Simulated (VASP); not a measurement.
Write the native input for VASP 6.6.1 that does the following.

```
Task                   : single point
Functional             : PBE
Potentials or basis    : VASP PAW PBE potentials, release 64 (Zr_sv)
Cutoff                 : 520 eV
k mesh                 : 18 × 18 × 18
Occupations            : gaussian, width 0.15 eV
Spin                   : no spin polarisation
Dipole correction      : no
Further INCAR settings : ALGO = Fast; EDIFF = 1e-06; NBANDS = 12
```

The structure of Zr lies in POSCAR:

```
Zr
1.0
    0.0000000000      2.3564750000      2.2550000000
    2.2550000000      0.0000000000      2.2550000000
    2.2550000000      2.3564750000      0.0000000000
Zr
1
Direct
    0.0000000000      0.0000000000      0.0000000000
```

This cell differs from its parent crystal: strain +0.0450 x Voigt [0, 1, 0, 0, 0, 0].

The input as run:

INCAR

```
PREC = Accurate ; ENCUT = 520
EDIFF = 1E-6 ; ISMEAR = 0
SIGMA = 0.15 ; LREAL = False
LASPH = True ; NELM = 100
ALGO = Fast ; ISIF = 2
LWAVE = False ; LCHARG = False
GGA = PE ; NBANDS = 12
```

KPOINTS

```
Automatic mesh
0
Gamma
  18 18 18
```

Potentials or basis: VASP PAW PBE potentials, release 64 (Zr_sv).

The run is started by

```bash
$ cat potpaw_PBE.64/Zr_sv/POTCAR > POTCAR
$ mpirun -np 1 vasp_std > vasp.out
```

It gave:

```
Pressure               : -2.8 GPa
Band gap on the k mesh : zero (bands 6 and 7 overlap by 1.42 eV)
```

Caveat: the cell differs from its parent crystal (strain +0.0450 x Voigt [0, 1, 0, 0, 0, 0]).

Run time: 100 s on 1 thread of Intel(R) Xeon(R) Platinum 8488C (Sapphire Rapids), with other jobs on the host, peak memory 0.24 GiB.
